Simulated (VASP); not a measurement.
# ScInTeSe: relaxation of cell and atoms with PBE

ScInTeSe:

```
CELL_PARAMETERS angstrom
4.14932 0.00000 0.00000
-2.07466 3.59342 0.00000
0.00000 0.00000 15.31657
ATOMIC_POSITIONS crystal
Sc 0.33333 0.66667 0.26155
Sc 0.33333 0.66667 0.73845
In 0.66667 0.33333 0.50000
In 0.00000 0.00000 0.00000
Te 0.66667 0.33333 0.14994
Te 0.66667 0.33333 0.85006
Se 0.00000 0.00000 0.34947
Se 0.00000 0.00000 0.65053
```

```json
{
 "Program": "VASP 6.6.1",
 "Task": "relaxation of cell and atoms",
 "Functional": "PBE",
 "Potentials or basis": "VASP PAW PBE potentials, release 64 (Sc_sv, In_d, Te, Se)",
 "Cutoff": "600 eV",
 "k mesh": "12 × 12 × 2",
 "Occupations": "gaussian, width 0.1 eV",
 "Spin": "no spin polarisation",
 "Dipole correction": "no",
 "Further INCAR settings": "ALGO = Normal; EDIFF = 1e-06; IBRION = 2; EDIFFG = -0.01; NSW = 100; ISIF = 3"
}
```

* Relaxed volume: 28.36 Å³/atom
* Relaxed cell: a = 4.063 Å, b = 4.063 Å, c = 15.871 Å, α = 90.00°, β = 90.00°, γ = 120.00°
* Space group after relaxing (to 0.1 Å): P-6m2 (No. 187)
* Energy gained by relaxing: 10.8 meV/atom
* Ionic steps: 17
* Pressure after relaxing: 0.0 GPa
* Largest force after relaxing: 0.008 eV/Å
* Band gap on the k mesh: zero (bands 36 and 37 overlap by 0.08 eV)

Forces in eV/Å, atoms in the order of the input:
```
Sc   0.000  0.000  0.007
Sc   0.000  0.000 -0.007
In   0.000  0.000  0.000
In   0.000  0.000  0.000
Te   0.000  0.000  0.000
Te   0.000  0.000  0.000
Se   0.000  0.000 -0.008
Se   0.000  0.000  0.008
```

Step by step:
```
step  energy change (eV)  largest force (eV/Å)  pressure (GPa)  volume (Å³)
   1              0.0000                0.2864            0.28       228.37
   2             -0.0450                0.1877           -0.22       229.99
   3             -0.0642                0.1488           -0.82       231.96
   4             -0.0794                0.0619            0.04       226.83
   5             -0.0797                0.0602           -0.07       227.44
   6             -0.0810                0.0606            0.01       227.13
   7             -0.0813                0.0743            0.18       226.43
   8             -0.0817                0.0618            0.12       226.72
   9             -0.0826                0.0534            0.03       227.08
  10             -0.0832                0.0417           -0.18       228.05
  11             -0.0833                0.0385           -0.14       227.80
  12             -0.0841                0.0340           -0.10       227.59
  13             -0.0856                0.0343           -0.01       226.95
  14             -0.0858                0.0339            0.03       226.71
  15             -0.0861                0.0234            0.00       226.87
  16             -0.0862                0.0189           -0.03       227.05
  17             -0.0863                0.0076            0.02       226.87
```

Final structure:
```
Sc In Te Se
1.0
     4.06276    0.00000    0.00000
    -2.03138    3.51845    0.00000
     0.00000    0.00000   15.87082
Sc In Te Se
2 2 2 2
Direct
  0.33333 0.66667 0.26370
  0.33333 0.66667 0.73630
  0.66667 0.33333 0.50000
  0.00000 0.00000 0.00000
  0.66667 0.33333 0.15196
  0.66667 0.33333 0.84804
  0.00000 0.00000 0.35503
  0.00000 0.00000 0.64497
```

Levels at points of the mesh, in eV from the Fermi level:
```tsv
k point	band 33	band 34	band 35	band 36	band 37	band 38	band 39	band 40
(0.00, 0.00, 0.00)	-0.89	-0.79	-0.79	0.13	0.63	0.63	0.64	0.64
(0.50, 0.00, 0.00)	-2.64	-2.13	-1.93	-1.60	0.10	0.18	0.37	0.77
(0.00, 0.00, 0.50)	-0.86	-0.82	-0.82	-0.73	0.63	0.63	0.64	0.64
(0.50, 0.00, 0.50)	-2.12	-2.07	-2.00	-1.94	0.09	0.16	0.47	0.69
```

Run time: 95 min on 1 thread of Intel(R) Xeon(R) Platinum 8259CL CPU @ 2.50GHz (Skylake/Cascade Lake), on a shared host, peak memory 0.73 GiB.

Caveat: spin-orbit coupling is left out, which moves the levels of the heavy elements.
